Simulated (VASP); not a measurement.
Set up this calculation in VASP 6.6.1, as the native input.

```yaml
Task: single point
Functional: PBEsol
Potentials_or_basis: VASP PAW PBE potentials, release 64 (Sr_sv, O)
Cutoff: 520 eV
k_mesh: 8 × 8 × 8
Occupations: gaussian, width 0.01 eV
Spin: non-collinear spin, zero start, spin-orbit coupling
Starting_moments: "[[0.0, 0.0, 0.0], [0.0, 0.0, 0.0]] μB"
Dipole_correction: no
Further_INCAR_settings: ALGO = Normal; EDIFF = 1e-06; NBANDS = 28
```

The structure of SrO lies in POSCAR:

```
SrO
1.0
    0.0128072196      2.5678475212      2.5678475212
    2.5678475212      0.0128072196      2.5678475212
    2.5678475212      2.5678475212      0.0128072196
Sr O
1 1
Direct
    0.5000000000      0.5000000000      0.5000000000
    0.0000000000      0.0000000000      0.0000000000
```

This cell differs from its parent crystal: equal xy, yz and zx engineering shears of +0.5 %.

The input as run:

INCAR

```
  PREC = Accurate
  ENCUT = 520
  EDIFF = 1E-6
  ISMEAR = 0
  SIGMA = 0.01
  LREAL = F
  LASPH = T
  NELM = 150
  ALGO = Normal
  ISIF = 2
  LWAVE = F
  LCHARG = F
  MAGMOM = 0 0 0 0 0 0
  LORBIT = 11
  LSORBIT = T
  GGA_COMPAT = F
  LORBMOM = T
  GGA = PS
  NBANDS = 28
```

KPOINTS

```
regular mesh
0
Gamma
  8 8 8
```

Potentials or basis: VASP PAW PBE potentials, release 64 (Sr_sv, O).

Run with:

```console
$ cat potpaw_PBE.64/Sr_sv/POTCAR potpaw_PBE.64/O/POTCAR > POTCAR
$ mpirun -np 1 vasp_ncl > vasp.out
```

It gave:

```yaml
Pressure: 0.6 GPa
Net_moment: 0.00 μB per cell
Valence_electrons_inside_the_program's_atomic_spheres: Sr 8.09; O 4.95
```

Caveat: the cell differs from its parent crystal (equal xy, yz and zx engineering shears of +0.5 %); the PAW data sets were made with another functional, which shifts forces and pressure a little.

Run time: 3.5 min on 1 thread of Intel(R) Xeon(R) Platinum 8259CL CPU @ 2.50GHz (Skylake/Cascade Lake), on a shared host, peak memory 0.29 GiB.
